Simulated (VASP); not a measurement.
A run of VASP 6.6.1 is set up as follows.

Contents of INCAR:

```
SYSTEM = Cd3SeS2
  PREC = Accurate
  ENCUT = 520
  EDIFF = 1E-7
  ISMEAR = 0
  SIGMA = 0.1
  LREAL = .False.
  LASPH = .True.
  NELM = 100
  ALGO = Normal
  ISIF = 2
  LWAVE = .False.
  LCHARG = .True.
  GGA = PE
  LELF = .True.
  LVHAR = .True.
  NBANDS = 36
```

Contents of KPOINTS:

```
regular mesh
0
Gamma
  6 6 2
  0 0 0
```

File POSCAR:

```
Cd3SeS2
1.0
    3.4129936295      0.0000000000      0.0000000000
    0.0000000000      3.4129936295      0.0000000000
    0.0000000000      0.0000000000     10.6873047845
Cd Se S
3 1 2
Direct
    0.5000000000      0.5000000000      0.1894482752
    0.5000000000      0.5000000000      0.5000000000
    0.5000000000      0.5000000000      0.8105517248
    0.0000000000      0.0000000000      0.0000000000
    0.0000000000      0.0000000000      0.3366271377
    0.0000000000      0.0000000000      0.6633728623
```

Potentials or basis: VASP PAW PBE potentials, release 64 (Cd, Se, S).

Run with:

```bash
$ cat potpaw_PBE.64/Cd/POTCAR potpaw_PBE.64/Se/POTCAR potpaw_PBE.64/S/POTCAR > POTCAR
$ mpirun -np 1 vasp_std > vasp.out
```

Task: What does it give for the largest force?

Result: 0.007 eV/Å.

Task: Predict the band gap on the k mesh.

Result: Zero (band 27 reaches 4.07 eV, above the bottom of band 28 at 2.97 eV).

Forces in eV/Å, atoms in the order of the input:
```
Cd   0.000  0.000 -0.004
Cd   0.000  0.000  0.000
Cd   0.000  0.000  0.004
Se   0.000  0.000  0.000
S    0.000  0.000 -0.007
S    0.000  0.000  0.007
```
